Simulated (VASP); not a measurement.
# Sn (I4_1/amd) in VASP: further runs, part 2 of 2

VASP 6.6.1. Earlier steps stand in the parts before.

**5. Relaxation of cell and atoms, PBEsol, non-collinear spin, zero start, spin-orbit coupling**

Input file INCAR:

```
  PREC = Accurate
  ENCUT = 600
  EDIFF = 1E-6
  ISMEAR = -1
  SIGMA = 0.1
  LREAL = F
  LASPH = T
  NELM = 150
  ALGO = Normal
  ISIF = 3
  LWAVE = F
  LCHARG = F
  LNONCOLLINEAR = T
  MAGMOM = 0 0 0 0 0 0
  LORBIT = 11
  LSORBIT = T
  GGA_COMPAT = F
  LORBMOM = T
  GGA = PS
  IBRION = 2
  NSW = 60
  EDIFFG = -0.01
  LUSENCCL = F
```

Input file KPOINTS:

```
regular mesh
0
Gamma
  7 7 7
```

Input file POSCAR:

```
Sn
1.0
   -2.9401404553      2.9401404553      1.5993019889
    2.9401404553     -2.9401404553      1.5993019889
    2.9401404553      2.9401404553     -1.5993019889
Sn
2
Direct
    0.0000000000      0.0000000000      0.0000000000
    0.7500000000      0.2500000000      0.5000000000
```

Potentials or basis: VASP PAW PBE potentials, release 64 (Sn_d).

The run is started by

```console
$ cat potpaw_PBE.64/Sn_d/POTCAR > POTCAR
$ mpirun -np 1 vasp_ncl > vasp.out
```

OUTCAR:

```text
PREC = Accurate
   ENCUT = 600
   EDIFF = 1E-6
   ISMEAR = -1
   LREAL = F
   LASPH = T
   NELM = 150
   ISIF = 3
   LNONCOLLINEAR = T
   LORBIT = 11
   LSORBIT = T
   GGA = PS
   IBRION = 2
   NSW = 60
   EDIFFG = -0.01

 ion  position               nearest neighbor table
   1  0.000  0.000  0.000-   2 3.05   2 3.05   2 3.05   2 3.05
   2  0.750  0.250  0.500-   1 3.05   1 3.05   1 3.05   1 3.05

  LATTYP: Found a body centered tetragonal cell.
 ALAT       =     5.8802809106
 C/A-ratio  =     0.5439542815

  Lattice vectors:

 A1 = (  -2.9401404553,   2.9401404553,   1.5993019889)
 A2 = (   2.9401404553,  -2.9401404553,   1.5993019889)
 A3 = (   2.9401404553,   2.9401404553,  -1.5993019889)

Analysis of symmetry for initial positions (statically):
=====================================================================
 Subroutine PRICEL returns:
 Original cell was already a primitive cell.

 Routine SETGRP: Setting up the symmetry group for a
 body centered tetragonal supercell.

 Subroutine GETGRP returns: Found 16 space group operations
 (whereof  8 operations were pure point group operations)
 out of a pool of 16 trial point group operations.

The static configuration has the point symmetry D_2d.
 The point group associated with its full space group is D_4h.

Analysis of symmetry for dynamics (positions and initial velocities):
=====================================================================
 Subroutine PRICEL returns:
 Original cell was already a primitive cell.

 Routine SETGRP: Setting up the symmetry group for a
 body centered tetragonal supercell.

 Subroutine GETGRP returns: Found 16 space group operations
 (whereof  8 operations were pure point group operations)
 out of a pool of 16 trial point group operations.

The dynamic configuration has the point symmetry D_2d.
 The point group associated with its full space group is D_4h.

Analysis of structural, dynamic, and magnetic symmetry:
=====================================================================
 Subroutine PRICEL returns:
 Original cell was already a primitive cell.

 Routine SETGRP: Setting up the symmetry group for a
 body centered tetragonal supercell.

 Subroutine GETGRP returns: Found 16 space group operations
 (whereof  8 operations were pure point group operations)
 out of a pool of 16 trial point group operations.

The overall configuration has the point symmetry D_2d.
 The point group associated with its full space group is D_4h.

 Subroutine INISYM returns: Found 16 space group operations
 (whereof  8 operations are pure point group operations),
 and found     1 'primitive' translations

----------------------------------------------------------------------------------------

                                     Primitive cell

  volume of cell :      55.3002

  direct lattice vectors                    reciprocal lattice vectors
    -2.940140455  2.940140455  1.599301989     0.000000000  0.170059903  0.312636390
     2.940140455 -2.940140455  1.599301989     0.170059903  0.000000000  0.312636390
     2.940140455  2.940140455 -1.599301989     0.170059903  0.170059903  0.000000000

  length of vectors
     4.454954393  4.454954393  4.454954393     0.355895888  0.355895888  0.240501021

  position of ions in fractional coordinates (direct lattice)
     0.000000000  0.000000000  0.000000000
[... 291 lines left out ...]
  energy without entropy =       -8.65112290  energy(sigma->0) =       -8.66481075

 E-fermi :   7.8858     XC(G=0): -10.5039

 val. band max:        7.8756576866   @ k =  -0.4286   0.4286   0.0000
 cond. band min:       7.9014639392   @ k =   0.1429   0.1429   0.1429
 fundamental gap:      0.0258062525
 Fermi energy:         7.8858093419

 k-point     1 :       0.0000    0.0000    0.0000
  band No.  band energies     occupation
      1     -14.0417      1.00000
      2     -14.0417      1.00000
      3     -14.0189      1.00000
      4     -14.0189      1.00000
      5     -13.9863      1.00000
      6     -13.9863      1.00000
[... 925 lines left out ...]
     35      13.8122      0.00000
     36      13.8122      0.00000

 [... further k-points ...]

------------------------ aborting loop because EDIFF is reached ----------------------------------------

  FORCE on cell =-STRESS in cart. coord.  units (eV):
  Direction    XX          YY          ZZ          XY          YZ          ZX
  --------------------------------------------------------------------------------------
  -------------------------------------------------------------------------------------
  Total        0.0120442      0.0120442      0.0010337      0.0000000      0.0000000     -0.0000000
  in kB        0.3595570      0.3595570      0.0308592      0.0000000      0.0000000     -0.0000000
  external PRESSURE =       0.2499910 kB  Pullay stress =       0.0000000 kB
[... 17 lines left out ...]
  FREE ENERGIE OF THE ION-ELECTRON SYSTEM (eV)
  ---------------------------------------------------
  free  energy   TOTEN  =        -8.6784986067 eV

  energy  without entropy=       -8.6511228951  energy(sigma->0) =       -8.66481075

 reached required accuracy - stopping structural energy minimisation

 orbital moment (x)

 # of ion     p       d       tot
 ----------------------------------------
  1         0.000  -0.000  -0.000
  2         0.000  -0.000  -0.000
 ----------------------------------------
            0.000  -0.000  -0.000

 orbital moment (y)

 # of ion     p       d       tot
 ----------------------------------------
  1         0.000   0.000   0.000
  2        -0.000  -0.000  -0.000
 ----------------------------------------
           -0.000  -0.000  -0.000

 orbital moment (z)

 # of ion     p       d       tot
 ----------------------------------------
  1         0.000   0.000   0.000
  2         0.000   0.000   0.000
 ----------------------------------------
            0.000   0.000   0.000

 Spin-Orbit-Coupling matrix elements

 Ion:    1  E_soc:     -0.1135499
 l=   1
     0.0000000    -0.0127625    -0.0127470
    -0.0127625     0.0000000    -0.0127625
    -0.0127470    -0.0127625     0.0000000
 l=   2
     0.0000000    -0.0012541     0.0000000    -0.0012541    -0.0049021
    -0.0012541     0.0000000    -0.0036967    -0.0012466    -0.0012264
     0.0000000    -0.0036967     0.0000000    -0.0036967     0.0000000
    -0.0012541    -0.0012466    -0.0036967     0.0000000    -0.0012264
    -0.0049021    -0.0012264     0.0000000    -0.0012264     0.0000000
 l=   3
     0.0000000     0.0000000     0.0000000     0.0000000     0.0000000     0.0000000     0.0000000
     0.0000000     0.0000000     0.0000000     0.0000000     0.0000000     0.0000000     0.0000000
     0.0000000     0.0000000     0.0000000     0.0000000     0.0000000     0.0000000     0.0000000
     0.0000000     0.0000000     0.0000000     0.0000000     0.0000000     0.0000000     0.0000000
     0.0000000     0.0000000     0.0000000     0.0000000     0.0000000     0.0000000     0.0000000
     0.0000000     0.0000000     0.0000000     0.0000000     0.0000000     0.0000000     0.0000000
     0.0000000     0.0000000     0.0000000     0.0000000     0.0000000     0.0000000     0.0000000

 Ion:    2  E_soc:     -0.1135499
 l=   1
     0.0000000    -0.0127625    -0.0127470
    -0.0127625     0.0000000    -0.0127625
    -0.0127470    -0.0127625     0.0000000
 l=   2
     0.0000000    -0.0012541     0.0000000    -0.0012541    -0.0049021
    -0.0012541     0.0000000    -0.0036967    -0.0012466    -0.0012264
     0.0000000    -0.0036967     0.0000000    -0.0036967     0.0000000
    -0.0012541    -0.0012466    -0.0036967     0.0000000    -0.0012264
    -0.0049021    -0.0012264     0.0000000    -0.0012264     0.0000000
 l=   3
     0.0000000     0.0000000     0.0000000     0.0000000     0.0000000     0.0000000     0.0000000
     0.0000000     0.0000000     0.0000000     0.0000000     0.0000000     0.0000000     0.0000000
     0.0000000     0.0000000     0.0000000     0.0000000     0.0000000     0.0000000     0.0000000
     0.0000000     0.0000000     0.0000000     0.0000000     0.0000000     0.0000000     0.0000000
     0.0000000     0.0000000     0.0000000     0.0000000     0.0000000     0.0000000     0.0000000
     0.0000000     0.0000000     0.0000000     0.0000000     0.0000000     0.0000000     0.0000000
     0.0000000     0.0000000     0.0000000     0.0000000     0.0000000     0.0000000     0.0000000

 total charge

# of ion       s       p       d       tot
------------------------------------------
    1        1.230   1.022   9.980  12.231
    2        1.230   1.022   9.980  12.231
--------------------------------------------------
tot          2.459   2.044  19.960  24.463

 magnetization (x)

# of ion       s       p       d       tot
------------------------------------------
    1        0.000   0.000   0.000   0.000
    2        0.000   0.000  -0.000  -0.000
--------------------------------------------------
tot          0.000   0.000  -0.000  -0.000

 magnetization (y)

# of ion       s       p       d       tot
------------------------------------------
    1        0.000   0.000   0.000   0.000
    2        0.000   0.000   0.000   0.000
--------------------------------------------------
tot          0.000   0.000   0.000   0.000

 magnetization (z)

# of ion       s       p       d       tot
------------------------------------------
    1       -0.000   0.000   0.000  -0.000
    2        0.000  -0.000   0.000   0.000
--------------------------------------------------
tot         -0.000  -0.000   0.000  -0.000
```

CONTCAR:

```text
Sn
    1.000000000000000
    -2.9027486759549221    2.9027486759549221    1.5923597662207825
     2.9027486759549221   -2.9027486759549221    1.5923597662207825
     2.9027486759549221    2.9027486759549221   -1.5923597662207825
  Sn
     2
Direct
     0.0000000000000000    0.0000000000000000    0.0000000000000000
     0.7500000000000000    0.2500000000000000    0.5000000000000000

  0.00000000E+00  0.00000000E+00  0.00000000E+00
  0.00000000E+00  0.00000000E+00  0.00000000E+00
```

Wall time 9.1 min (1 × NVIDIA H100 80GB with 1 thread of AMD EPYC 7R13 (Zen 3), shared host); peak memory 1.4 GiB.

What came out:

| Property | Result |
| --- | --- |
| Free energy | -8.6785 eV |
| Relaxed volume | 26.83 Å³/atom |
| Relaxed cell | a = 4.403 Å, b = 4.403 Å, c = 4.403 Å, α = 97.51°, β = 97.51°, γ = 137.60° |
| Space group after relaxing (to 0.1 Å) | I4_1/amd (No. 141) |
| Energy gained by relaxing | 4.5 meV/atom |
| Ionic steps | 5 |
| Pressure after relaxing | 0.0 GPa |
| Net moment | 0.00 μB per cell |
| Valence electrons inside the program's atomic spheres | Sn 12.23 |

Step by step:
```
step  energy change (eV)  largest force (eV/Å)  pressure (GPa)  volume (Å³)
   1              0.0000                0.0000           -1.59        55.30
   2             -0.0080                0.0000            0.56        53.13
   3             -0.0088                0.0000            0.03        53.63
   4             -0.0089                0.0000            0.04        53.65
   5             -0.0089                0.0000            0.02        53.67
```

Final structure:
```
CELL_PARAMETERS angstrom
-2.90275 2.90275 1.59236
2.90275 -2.90275 1.59236
2.90275 2.90275 -1.59236
ATOMIC_POSITIONS crystal
Sn 0.00000 0.00000 0.00000
Sn 0.75000 0.25000 0.50000
```

Moments on the atoms (μB; x, y, z):
```
Sn  0.00 0.00 0.00
Sn  0.00 0.00 0.00
```

Caveat: the PAW data sets were made with another functional, which shifts forces and pressure a little.

**6. The runs side by side**

```tsv
task	level	spin	cell	k mesh	cutoff (eV)	smearing	gap on the mesh (eV)	pressure (GPa)	relaxed volume (Å³/atom)
single point	r2SCAN	off	as given	9 × 9 × 9	520	fermi-dirac 0.05 eV	none	-0.1	-
relaxation of cell and atoms	revPBE	off	relaxed	9 × 9 × 9	600	fermi-dirac 0.05 eV	none	0.0	29.04
relaxation of cell and atoms	BLYP	off	relaxed	9 × 9 × 9	600	fermi-dirac 0.05 eV	none	0.0	31.14
relaxation of cell and atoms	PBEsol	non-collinear, zero start, SOC	relaxed	7 × 7 × 7	600	fermi-dirac 0.1 eV	-	0.0	26.83
```

Alike in all rows: potentials or basis VASP PAW PBE potentials, release 64 (Sn_d).

Caveats: the PAW data sets were made with another functional, which shifts forces and pressure a little; spin-orbit coupling is left out, which moves the levels of the heavy elements (at least some runs).

Absolute energies hang on the potentials; compare differences alone.

The gap in the log of VASP goes by the Fermi energy; the results here count the filled bands.